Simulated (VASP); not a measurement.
# Na (P6_3/mmc) in VASP: further runs

Na is run at these levels: r2SCAN; tasks: single point, relaxation of shape and atoms at fixed volume.

Program: VASP 6.6.1. These are calculated values, not measurements. Logs are shortened: lines on timing, memory, paths and dates and some standing lists are left out, and cuts for length are marked.

## Step 1: The cell of the first run

Symmetry: P6_3/mmc, No. 194, hexagonal system. Conventional cell: a = 3.749 Å, b = 3.749 Å, c = 6.110 Å, α = 90.00°, β = 90.00°, γ = 120.00°. Na (site symmetry -6m2) has 12 Na at 3.74 to 3.75 Å within 4.9 Å.

This isn't the form of Na at room conditions, which is bcc.

## Step 2: Single point, r2SCAN (37.18 Å³/atom)

Input file POSCAR:

```
Na
1.0
    3.7485074678      0.0000000000      0.0000000000
   -1.8742537339      3.2463026934      0.0000000000
    0.0000000000      0.0000000000      6.1104754674
Na
2
Direct
    0.3333333333      0.6666666667      0.7500000000
    0.6666666667      0.3333333333      0.2500000000
```

Input file INCAR.step1:

```
PREC = Accurate
ENCUT = 550
ISMEAR = 0
SIGMA = 0.05
LREAL = False
LASPH = True
NELM = 120
NBANDS = 14
GGA = PE
ALGO = Normal
EDIFF = 1E-5
LWAVE = True
LCHARG = False
GGA_COMPAT = False
```

Input file INCAR.step2:

```
PREC = Accurate
ENCUT = 550
EDIFF = 1E-6
ISMEAR = 0
SIGMA = 0.05
LREAL = False
LASPH = True
NELM = 120
ALGO = Normal
ISIF = 2
LWAVE = False
LCHARG = True
METAGGA = R2SCAN
LMIXTAU = True
LELF = True
LVHAR = True
NBANDS = 14
ISTART = 1
GGA_COMPAT = False
```

Input file KPOINTS:

```
regular mesh
0
Gamma
  12 12 8
```

Potentials or basis: VASP PAW PBE potentials, release 64 (Na_pv).

Command:

```
cat potpaw_PBE.64/Na_pv/POTCAR > POTCAR
cp INCAR.step1 INCAR
mpirun -np 1 vasp_std > vasp.out
cp INCAR.step2 INCAR
mpirun -np 1 vasp_std > vasp.out
```

OUTCAR:

```text
PREC = Accurate
   ENCUT = 550
   EDIFF = 1E-6
   ISMEAR = 0
   LREAL = False
   LASPH = True
   NELM = 120
   ISIF = 2
   METAGGA = R2SCAN
   ISTART = 1

 ion  position               nearest neighbor table
   1  0.333  0.667  0.750-
   2  0.667  0.333  0.250-

  LATTYP: Found a hexagonal cell.
 ALAT       =     3.7485074678
 C/A-ratio  =     1.6301089220

  Lattice vectors:

 A1 = (   3.7485074678,   0.0000000000,   0.0000000000)
 A2 = (  -1.8742537339,   3.2463026934,   0.0000000000)
 A3 = (   0.0000000000,   0.0000000000,   6.1104754674)

Analysis of symmetry for initial positions (statically):
=====================================================================
 Subroutine PRICEL returns:
 Original cell was already a primitive cell.

 Routine SETGRP: Setting up the symmetry group for a
 hexagonal supercell.

 Subroutine GETGRP returns: Found 24 space group operations
 (whereof 12 operations were pure point group operations)
 out of a pool of 24 trial point group operations.

The static configuration has the point symmetry D_3d.
 The point group associated with its full space group is D_6h.

Analysis of symmetry for dynamics (positions and initial velocities):
=====================================================================
 Subroutine PRICEL returns:
 Original cell was already a primitive cell.

 Routine SETGRP: Setting up the symmetry group for a
 hexagonal supercell.

 Subroutine GETGRP returns: Found 24 space group operations
 (whereof 12 operations were pure point group operations)
 out of a pool of 24 trial point group operations.

The dynamic configuration has the point symmetry D_3d.
 The point group associated with its full space group is D_6h.

 Subroutine INISYM returns: Found 24 space group operations
 (whereof 12 operations are pure point group operations),
 and found     1 'primitive' translations

----------------------------------------------------------------------------------------

                                     Primitive cell

  volume of cell :      74.3571

  direct lattice vectors                    reciprocal lattice vectors
     3.748507468  0.000000000  0.000000000     0.266772845  0.154021374  0.000000000
    -1.874253734  3.246302693  0.000000000     0.000000000  0.308042747  0.000000000
     0.000000000  0.000000000  6.110475467     0.000000000  0.000000000  0.163653386

[... 91 lines left out ...]
   POTIM  = 0.5000    time-step for ionic-motion
   TEBEG  =    0.0;   TEEND  =   0.0 temperature during run
   PSTRESS=    0.0 pullay stress
   NELECT =      14.0000    total number of electrons
   NUPDOWN=      -1.0000    fix difference up-down
   EMIN   =  10.00;   EMAX   =-10.00  energy-range for DOS
   EFERMI =   0.00;   METHOD = LEGACY
   ISMEAR =     0;   SIGMA  =   0.05  broadening in eV -4-tet -1-fermi 0-gaus
   EFERMI_NEDOS =   21; number of points for ismear=-14 and -15
   IALGO  =     38    algorithm
   IMIX   =      4    mixing-type and parameters
     AMIX     =   0.40;   BMIX     =  1.00
     AMIX_MAG =   1.60;   BMIX_MAG =  1.00
  volume/ion in A,a.u.               =      37.18       250.89
  Fermi-wavevector in a.u.,A,eV,Ry     =   0.938304  1.773137 11.978755  0.880414
  Thomas-Fermi vector in A             =   2.065502
   LORBIT       =      0    0 simple, 1 ext, 2 COOP (PROOUT), +10 PAW based schemes
   METAGGA = R2SCAN    functional components
   LHFCALC =     F    Hartree Fock is set to
   AEXX    =    0.0000 exact exchange contribution
   IVDW    =     0    specifies the selected vdW correction
   LEPSILON=     F    determine dielectric tensor
   LRPA    =     F    only Hartree local field effects (RPA)
 non-spin polarized calculation
 Gauss-broadening in eV      SIGMA  =   0.05
  energy-cutoff  :      550.00
  volume of cell :       74.36
 maximum number of plane-waves:      2205
 NGX is ok and might be reduce to    30
   NGX = 15   NGY = 15   NGZ = 23

 number of electron      14.0000008 magnetization

 Free energy of the ion-electron system (eV)
  ---------------------------------------------------
  ext. energy  EPLUGINS =         0.00000000
  ---------------------------------------------------
  free energy    TOTEN  =        -7.11424968 eV

  energy without entropy =       -7.11379423  energy(sigma->0) =       -7.11402195

 E-fermi :   0.3325     XC(G=0):  -6.9106

 val. band max:        0.3177677135   @ k =   0.2500   0.2500   0.3750
 cond. band min:       0.3940230335   @ k =   0.4167   0.0833   0.2500
 fundamental gap:      0.0762553200
 Fermi energy:         0.3325084076

 k-point     1 :       0.0000    0.0000    0.0000
  band No.  band energies     occupation
      1     -25.7051      2.00000
      2     -25.6747      2.00000
      3     -25.6747      2.00000
      4     -25.6698      2.00000
      5     -25.6698      2.00000
      6     -25.6696      2.00000
      7      -3.1450      2.00000
      8       0.8463      0.00000
      9       1.5178      0.00000
     10      10.9491      0.00000
     11      10.9491      0.00000
     12      11.4642      0.00000
     13      11.4735      0.00000
     14      11.4735      0.00000
[... 377 lines left out ...]
      1     -25.6974      2.00000
      2     -25.6918      2.00000
      3     -25.6898      2.00000
      4     -25.6804      2.00000
      5     -25.6746      2.00000
      6     -25.6736      2.00000
      7      -1.3534      2.00000
      8       1.7363      0.00000
      9       3.3562      0.00000
     10       4.3466      0.00000
     11       6.5230      0.00000
     12       8.0778      0.00000
     13       8.4855      0.00000
     14      10.3103      0.00000

 [... further k-points ...]

------------------------ aborting loop because EDIFF is reached ----------------------------------------

  FORCE on cell =-STRESS in cart. coord.  units (eV):
  Direction    XX          YY          ZZ          XY          YZ          ZX
  --------------------------------------------------------------------------------------
  -------------------------------------------------------------------------------------
  Total        0.0598428      0.0598428      0.0757071      0.0000000      0.0000000      0.0000000
  in kB        1.2894370      1.2894370      1.6312664      0.0000000      0.0000000      0.0000000
  external PRESSURE =       1.4033802 kB  Pullay stress =       0.0000000 kB

 VOLUME and BASIS-vectors are now :
 -----------------------------------------------------------------------------
  energy-cutoff  :      550.00
  volume of cell :       74.36
      direct lattice vectors                 reciprocal lattice vectors
     3.748507468  0.000000000  0.000000000     0.266772845  0.154021374  0.000000000
    -1.874253734  3.246302693  0.000000000     0.000000000  0.308042747  0.000000000
     0.000000000  0.000000000  6.110475467     0.000000000  0.000000000  0.163653386

 POSITION                                       TOTAL-FORCE (eV/Angst)
 -----------------------------------------------------------------------------------
     -0.00000      2.16420      4.58286         0.000000     -0.000000      0.000000
      1.87425      1.08210      1.52762        -0.000000      0.000000     -0.000000
 -----------------------------------------------------------------------------------
    total drift:                               -0.000000      0.000000      0.000000

  FREE ENERGIE OF THE ION-ELECTRON SYSTEM (eV)
  ---------------------------------------------------
  free  energy   TOTEN  =        -7.1142496755 eV

  energy  without entropy=       -7.1137942289  energy(sigma->0) =       -7.11402195
```

OUTCAR.step1:

```text
PREC = Accurate
   ENCUT = 550
   ISMEAR = 0
   LREAL = False
   LASPH = True
[... 633 lines left out ...]
     -0.00000      2.16420      4.58286        -0.000000     -0.000000     -0.000000
      1.87425      1.08210      1.52762         0.000000      0.000000      0.000000
 -----------------------------------------------------------------------------------
    total drift:                               -0.000000      0.000000      0.000000

  FREE ENERGIE OF THE ION-ELECTRON SYSTEM (eV)
  ---------------------------------------------------
  free  energy   TOTEN  =        -2.6280205839 eV

  energy  without entropy=       -2.6275369178  energy(sigma->0) =       -2.62777875
```

It took 7.2 min on 1 thread of Oxide Virtual Turin-like, shared host; peak memory 0.21 GiB.

Results:

| Quantity | Value |
| --- | --- |
| Free energy | -7.1142 eV |
| Pressure | 0.1 GPa |
| Band gap on the k mesh | zero (bands 7 and 8 overlap by 4.55 eV) |

Levels at points of the mesh, in eV from the Fermi level:
| k point | band 3 | band 4 | band 5 | band 6 | band 7 | band 8 | band 9 | band 10 | band 11 | band 12 |
| --- | --- | --- | --- | --- | --- | --- | --- | --- | --- | --- |
| (0.00, 0.00, 0.00) | -26.01 | -26.00 | -26.00 | -26.00 | -3.48 | 0.51 | 1.19 | 10.62 | 10.62 | 11.13 |
| (0.50, 0.00, 0.00) | -26.02 | -26.02 | -26.01 | -26.01 | 0.20 | 0.46 | 4.03 | 4.14 | 4.78 | 4.96 |
| (0.00, 0.00, 0.50) | -26.00 | -26.00 | -26.00 | -26.00 | -2.38 | -2.38 | 5.96 | 5.96 | 11.19 | 11.19 |
| (0.50, 0.00, 0.50) | -26.01 | -26.01 | -26.01 | -26.01 | 1.06 | 1.06 | 1.76 | 1.76 | 8.12 | 8.12 |

Caveat: the PAW data sets were made with another functional, which shifts forces and pressure a little.

[end of part 1 of 2]

The gap in the log of VASP goes by the Fermi energy; the results here count the filled bands.